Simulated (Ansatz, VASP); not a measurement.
# One calculation of SnTe, two programs

Contents of INCAR:

```
SYSTEM = SnTe
ALGO = Normal ; EDIFF = 1E-6
ENCUT = 520 ; GGA = PE
ISIF = 2 ; ISMEAR = -1
LASPH = .TRUE. ; LCHARG = .FALSE.
LREAL = .FALSE. ; LWAVE = .FALSE.
NBANDS = 17 ; NELM = 100
PREC = Accurate ; SIGMA = 0.08
```

KPOINTS

```
k-points
0
G
  11 11 11
  0 0 0
```

Contents of POSCAR:

```
SnTe
1.0
    0.0000000000      3.1138393650      3.1138393650
    3.1138393650      0.0000000000      3.1138393650
    3.1138393650      3.1138393650      0.0000000000
Sn Te
1 1
Direct
    0.0000000000      0.0000000000      0.0000000000
    0.5000000000      0.5000000000      0.5000000000
```

Input for Ansatz:

```yaml
crystal:
  lattice:
    - [0.0, 3.113839365, 3.113839365]
    - [3.113839365, 0.0, 3.113839365]
    - [3.113839365, 3.113839365, 0.0]
  atoms:
    - { symbol: Sn, position: [0.0, 0.0, 0.0] }
    - { symbol: Te, position: [0.5, 0.5, 0.5] }
kpoints:
  mp_grid: { grid: [11, 11, 11] }
  band_path:
    path:
      - [0.0, 0.0, 0.0]
      - [0.5, 0.0, 0.5]
      - [0.625, 0.25, 0.625]
      - [0.375, 0.375, 0.75]
      - [0.0, 0.0, 0.0]
      - [0.5, 0.5, 0.5]
      - [0.5, 0.25, 0.75]
      - [0.5, 0.0, 0.5]
    npoints: 5
scf:
  occupations: { method: fermi_dirac, width: 0.08 }
hamiltonian:
  xc: pbe
  pseudopotentials: { kind: all_electron, lapw: { basis_error: 0.00025 } }
output:
  forces: true
  stress: true
  eigenvalues: true
```

Change from the starting cell: volume scaled by 0.96.

Alike in both runs: task single point; functional PBE; k mesh 11 × 11 × 11; occupations fermi-dirac, width 0.08 eV; no spin polarisation.

|  | VASP | Ansatz |
| --- | --- | --- |
| version | VASP 6.6.1 | Ansatz 0.2.0 |
| potentials or method | VASP PAW PBE potentials, release 64 (Sn_d, Te), cutoff 520 eV | all-electron LAPW, scalar-relativistic |

|  | VASP | Ansatz | Ansatz less VASP |
| --- | --- | --- | --- |
| pressure (GPa) | 4.2 | 4.2 | +0.03 |

Ansatz ran all-electron here, and VASP with PAW potentials.

Spin-orbit coupling is off throughout.
